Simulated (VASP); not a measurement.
BeSi, 2 atoms in the cell. It takes space group Pm-3m (No. 221, cubic). Conventional cell: a = 3.005 Å, b = 3.005 Å, c = 3.005 Å, α = 90.00°, β = 90.00°, γ = 90.00°. Within 3.4 Å of Be (site symmetry m-3m) lie 8 Si at 2.60 Å and 6 Be at 3.00 Å. Within 3.4 Å of Si (site symmetry m-3m) lie 8 Be at 2.60 Å and 6 Si at 3.00 Å.  This cell differs from its parent crystal: volume scaled by 1.04.

- Program: VASP 6.6.1
- Task: single point
- Functional: PBE
- Potentials or basis: VASP PAW PBE potentials, release 64 (Be, Si)
- Cutoff: 520 eV
- k mesh: 9 × 9 × 9
- Occupations: fermi-dirac, width 0.05 eV
- Spin: no spin polarisation
- Dipole correction: no
- Further INCAR settings: ALGO = Normal; EDIFF = 1e-06; NBANDS = 10

Potentials or basis: VASP PAW PBE potentials, release 64 (Be, Si).

Command:

```sh
$ cat potpaw_PBE.64/Be/POTCAR potpaw_PBE.64/Si/POTCAR > POTCAR
$ mpirun -np 1 vasp_std > vasp.out
```

Hardware: 1 thread of Intel(R) Xeon(R) 6975P-C (Granite Rapids), on a shared host.

Question: How long does it take, and how much memory?

Answer: Run time: 2.8 s on 1 thread of Intel(R) Xeon(R) 6975P-C (Granite Rapids), on a shared host, peak memory 0.13 GiB. Counts: scf iterations 10, k points 35.
